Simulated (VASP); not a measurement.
Crystal: Be.

```xyz
2
Lattice="2.2646 0.0000 0.0000 -1.1323 1.9612 0.0000 0.0000 0.0000 3.5613" Properties=species:S:1:pos:R:3 pbc="T T T"
Be    0.0000    1.3075    0.8903
Be    1.1323    0.6537    2.6709
```

Base run:

- Program: VASP 6.6.1
- Functional: r2SCAN
- Potentials or basis: VASP PAW PBE potentials, release 64 (Be)
- Cutoff: 520 eV
- k mesh: 16 × 16 × 9
- Occupations: fermi-dirac, width 0.1 eV
- Spin: no spin polarisation

Its results: band gap on the k mesh zero (band 2 reaches 8.09 eV, above the bottom of band 3 at 6.39 eV); pressure 0.2 GPa.

Q: The run is repeated on the same cell with these changes: k mesh from 16 × 16 × 9 to 6 × 6 × 3. What comes out?

A: Band gap on the k mesh zero (band 2 reaches 6.79 eV, above the bottom of band 3 at 5.97 eV); pressure 0.8 GPa.

Caveats: some runs use coarse meshes; the PAW data sets were made with another functional, which shifts forces and pressure a little.
